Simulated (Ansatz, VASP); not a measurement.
**BeCd2S3 in VASP and in Ansatz**

```xyz
6
Lattice="1.7444 -12.0304 0.0000 1.7444 12.0304 0.0000 0.0000 0.0000 3.5357" Properties=species:S:1:pos:R:3 pbc="T T T"
Be    0.0000    0.0000    0.0000
Cd    1.7444    8.5535    1.7679
Cd    1.7444   -8.5535    1.7679
S     1.7444    0.0000    1.7679
S     1.7444    3.8678    0.0000
S     1.7444   -3.8678    0.0000
```

Change from the starting cell: species swapped into the TlAg3Te2 type (Cmmm, No. 65).

Alike in both runs: functional PBE; k mesh 4 × 4 × 4; occupations gaussian, width 0.1 eV; no spin polarisation.

Ansatz relaxed the structure, and its values are those at the end. VASP's run is a single point on that final structure, the one shown.

|  | VASP | Ansatz |
| --- | --- | --- |
| version | VASP 6.6.1 | Ansatz 0.2.0 |
| potentials or method | VASP PAW PBE potentials, release 64 (Be, Cd_sv_GW, S), cutoff 630 eV | scalar-relativistic, plane waves, PAW |
| valence electrons in the cell | 60 | 60 |

|  | VASP | Ansatz | Ansatz less VASP |
| --- | --- | --- | --- |
| gap on the k mesh at the Fermi level (eV) | none | none | - |
| pressure (GPa) | -0.2 | -0.1 | +0.11 |
| rms of the force components (eV/Å) | 0.014 | 0.014 | +0.0003 |

A gap of «none» marks a metal or a gap that the smearing closes.

The k mesh is coarse, so the values compare programs but aren't converged.
